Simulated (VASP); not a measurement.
Set up this calculation in VASP 6.6.1, as the native input.

- Task: single point
- Functional: PBE
- Potentials or basis: VASP PAW PBE potentials, release 64 (Hf_pv, Bi_d, O)
- Cutoff: 520 eV
- k mesh: 6 × 6 × 2
- Occupations: gaussian, width 0.1 eV
- Spin: no spin polarisation
- Dipole correction: no
- Further INCAR settings: ALGO = Normal; EDIFF = 1e-07; NBANDS = 38

The structure of HfBi3O lies in POSCAR:

```
HfBi3O
1.0
    6.7798589746      0.0000000043      0.0000000000
   -3.3899294910      5.8715301040      0.0000000000
    0.0000000000      0.0000000000      3.7783217888
Hf Bi O
1 3 1
Direct
    0.0000000000      0.0000000000      0.0000000000
    0.5000000000      0.0000000000      0.0000000000
    0.0000000000      0.5000000000      0.0000000000
    0.5000000000      0.5000000000      0.0000000000
    0.0000000000      0.0000000000      0.5000000000
```

The cell was generated, and may not be a known phase.

One way to write it, as run:

INCAR

```
PREC = Accurate
ENCUT = 520
EDIFF = 1E-7
ISMEAR = 0
SIGMA = 0.1
LREAL = False
LASPH = True
NELM = 100
ALGO = Normal
ISIF = 2
LWAVE = False
LCHARG = False
GGA = PE
NBANDS = 38
```

KPOINTS

```
Automatic mesh
0
Gamma
  6 6 2
```

Potentials or basis: VASP PAW PBE potentials, release 64 (Hf_pv, Bi_d, O).

Command:

```sh
$ cat potpaw_PBE.64/Hf_pv/POTCAR potpaw_PBE.64/Bi_d/POTCAR potpaw_PBE.64/O/POTCAR > POTCAR
$ mpirun -np 1 vasp_std > vasp.out
```

It gave:

```json
{"Pressure": "-0.2 GPa", "Band gap on the k mesh": "zero (an odd number of electrons rules out a gap without spin polarisation)"}
```

Caveat: the k points lie up to 0.83 Å⁻¹ apart, too coarse for converged energies and pressures of a metal; spin-orbit coupling is left out, which moves the levels of the heavy elements; an odd number of electrons without spin polarisation forces a metal; a magnetic or distorted state may lie lower.

It took 39 s on 1 thread of Intel(R) Xeon(R) 6975P-C (Granite Rapids), with other jobs on the host, peak memory 0.29 GiB.
